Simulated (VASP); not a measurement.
Here is a VASP 6.6.1 calculation.

Contents of INCAR:

```
SYSTEM = Li4F
  PREC = Accurate
  ENCUT = 520
  EDIFF = 1E-6
  ISMEAR = 0
  SIGMA = 0.1
  LREAL = .False.
  LASPH = .True.
  NELM = 100
  ALGO = Normal
  ISIF = 2
  LWAVE = .False.
  LCHARG = .False.
  LDIPOL = .True.
  IDIPOL = 3
  DIPOL = 0.5 0.5 0.507
  GGA = PS
  NBANDS = 18
```

Contents of KPOINTS:

```
Automatic mesh
0
Gamma
  9 9 1
  0 0 0
```

File POSCAR:

```
Li4F
1.0
    3.0534023709      0.0000000000      0.0000000000
    0.0000000000      3.0534023709      0.0000000000
    0.0000000000      0.0000000000     25.4772445665
Li F
4 1
Direct
    0.5000000000      0.5000000000      0.3336310557
    0.0000000000      0.0000000000      0.4183765436
    0.5000000000      0.5000000000      0.5046860982
    0.0000000000      0.0000000000      0.6079269706
    0.0000000000      0.0000000000      0.6694881722
```

Potentials or basis: VASP PAW PBE potentials, release 64 (Li_sv, F).

Launch:

```bash
$ cat potpaw_PBE.64/Li_sv/POTCAR potpaw_PBE.64/F/POTCAR > POTCAR
$ mpirun -np 1 vasp_std > vasp.out
```

**Question.** What does it give for the band gap on the k mesh?

**Answer.** Zero (an odd number of electrons rules out a gap without spin polarisation).

**Question.** What does it give for the largest force?

**Answer.** 0.177 eV/Å.

Forces on the atoms (eV/Å):
```
Li   0.000  0.000  0.011
Li   0.000  0.000 -0.014
Li   0.000  0.000 -0.001
Li   0.000  0.000 -0.172
F    0.000  0.000  0.177
```

Caveat: the PAW data sets were made with another functional, which shifts forces and pressure a little; an odd number of electrons without spin polarisation forces a metal; a magnetic or distorted state may lie lower.
